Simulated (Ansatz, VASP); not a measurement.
# Ti: VASP beside Ansatz

INCAR

```
SYSTEM = Ti
PREC     = Accurate       ! precision mode
ENCUT    = 520            ! plane-wave cutoff, eV
EDIFF    = 1E-6           ! SCF threshold, eV
ISMEAR   = 0              ! smearing method
SIGMA    = 0.15           ! smearing width, eV
LREAL    = .FALSE.        ! projectors in reciprocal space
LASPH    = .TRUE.         ! aspherical terms in the spheres
NELM     = 80             ! most SCF steps
ALGO     = Fast           ! electronic algorithm
ISIF     = 2              ! what is computed and relaxed
LWAVE    = .FALSE.        ! write WAVECAR
LCHARG   = .TRUE.         ! write CHGCAR
GGA      = PE             ! functional
LELF     = .TRUE.         ! ELF
LVHAR    = .TRUE.       
NBANDS   = 12             ! bands
```

The input KPOINTS:

```
Automatic mesh
0
G
  22 22 22
  0 0 0
```

File POSCAR:

```
Ti
1.0
   -1.5035831967      1.5035831967      1.9546581557
    1.5035831967     -1.5035831967      1.9546581557
    1.5035831967      1.5035831967     -1.9546581557
Ti
1
Direct
    0.0000000000      0.0000000000      0.0000000000
```

Input for Ansatz:

```yaml
crystal:
  lattice:
    - [-1.5035831967, 1.5035831967, 1.9546581557]
    - [1.5035831967, -1.5035831967, 1.9546581557]
    - [1.5035831967, 1.5035831967, -1.9546581557]
  atoms:
    - { symbol: Ti, position: [0.0, 0.0, 0.0] }
basis:
  ecutwfc: 420
kpoints:
  mp_grid: { grid: [22, 22, 22] }
hamiltonian:
  xc: pbe
scf:
  occupations: { method: gaussian, width: 0.15 }
output:
  forces: true
  stress: true
  eigenvalues: true
```

Alike in both runs: task single point; functional PBE; k mesh 22 × 22 × 22; occupations gaussian, width 0.15 eV; no spin polarisation.

```csv
,VASP,Ansatz
version,VASP 6.6.1,Ansatz 0.2.0
potentials or method,"VASP PAW PBE potentials, release 64 (Ti_sv), cutoff 520 eV","scalar-relativistic, plane waves, PAW"
valence electrons in the cell,12,12
```

|  | VASP | Ansatz | Ansatz less VASP |
| --- | --- | --- | --- |
| gap on the k mesh at the Fermi level (eV) | none | none | - |
| pressure (GPa) | -1.9 | -1.7 | +0.19 |
| traceless stress, the component that is largest in VASP (GPa) | 1.70 | 1.69 | -0.012 |

A gap of «none» marks a metal or a gap that the smearing closes.
